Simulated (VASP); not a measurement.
**P: electric field gradients with PBE**

Crystal: P.

```
P
1.0
     2.76117    0.00000    0.00000
    -1.38058    2.39124    0.00000
     0.00000    0.00000    4.40418
P
2
Direct
  0.33333 0.66667 0.25000
  0.66667 0.33333 0.75000
```

This cell differs from its parent crystal: z stretched by -4 % at fixed volume.

```json
{
  "Program": "VASP 6.6.1",
  "Task": "electric field gradients",
  "Functional": "PBE",
  "Potentials or basis": "VASP PAW PBE potentials, release 64 (P)",
  "Cutoff": "520 eV",
  "k mesh": "15 × 15 × 8",
  "Occupations": "fermi-dirac, width 0.05 eV",
  "Spin": "no spin polarisation",
  "Dipole correction": "no",
  "Further INCAR settings": "ALGO = Normal; EDIFF = 1e-08; NBANDS = 12"
}
```

```yaml
Pressure: -0.1 GPa
Band_gap_on_the_k_mesh: zero (band 5 reaches 15.16 eV, above the bottom of band 6 at 5.11 eV)
```

Stress tensor (GPa, compression positive):
```
-1.52  0.00  0.00
 0.00 -1.52  0.00
 0.00  0.00  2.87
```

Levels at points of the mesh, in eV from the Fermi level:
| k point | band 1 | band 2 | band 3 | band 4 | band 5 | band 6 | band 7 | band 8 | band 9 | band 10 |
| --- | --- | --- | --- | --- | --- | --- | --- | --- | --- | --- |
| (0.00, 0.00, 0.00) | -16.35 | -10.19 | -7.97 | 4.31 | 4.31 | 6.24 | 6.24 | 7.23 | 9.87 | 11.41 |
| (0.00, 0.00, 0.50) | -14.55 | -14.55 | -0.49 | -0.49 | 5.36 | 5.36 | 5.36 | 5.36 | 10.84 | 10.84 |

Electric field gradients, principal values (V/Å²):
```tsv
atom	least	middle	greatest (by size)
1 P	1.996	1.996	-3.992
2 P	1.996	1.996	-3.992
```

Wall time 23 s on 1 thread of Intel(R) Xeon(R) Platinum 8488C (Sapphire Rapids), with other jobs on the host, peak memory 0.17 GiB.

Caveat: without QUAD_EFG the Cq values of the log hold for a quadrupole moment of 1 mb, not for the nuclei.
